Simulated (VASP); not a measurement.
Here is a VASP 6.6.1 calculation.

The input INCAR:

```
SYSTEM = Te3As5
PREC = Accurate ; ENCUT = 520
EDIFF = 1E-6 ; ISMEAR = 0
SIGMA = 0.1 ; LREAL = .False.
LASPH = .True. ; NELM = 100
ALGO = Normal ; ISIF = 2
LWAVE = .False. ; LCHARG = .False.
GGA = PE ; NBANDS = 32
```

File KPOINTS:

```
regular mesh
0
Gamma
  6 6 6
  0 0 0
```

The input POSCAR:

```
Te3As5
1.0
    5.8339799818      0.0000000000      0.0000000000
    0.0000000000      5.8339799818      0.0000000000
    0.0000000000      0.0000000000      5.8339799818
Te As
3 5
Direct
    0.5000000000      0.0000000000      0.0000000000
    0.0000000000      0.5000000000      0.0000000000
    0.0000000000      0.0000000000      0.5000000000
    0.0000000000      0.5000000000      0.5000000000
    0.5000000000      0.0000000000      0.5000000000
    0.5000000000      0.5000000000      0.0000000000
    0.0000000000      0.0000000000      0.0000000000
    0.5000000000      0.5000000000      0.5000000000
```

Potentials or basis: VASP PAW PBE potentials, release 64 (Te, As).

The run is started by

```bash
$ cat potpaw_PBE.64/Te/POTCAR potpaw_PBE.64/As/POTCAR > POTCAR
$ mpirun -np 1 vasp_std > vasp.out
```

Predict the pressure.

0.0 GPa.
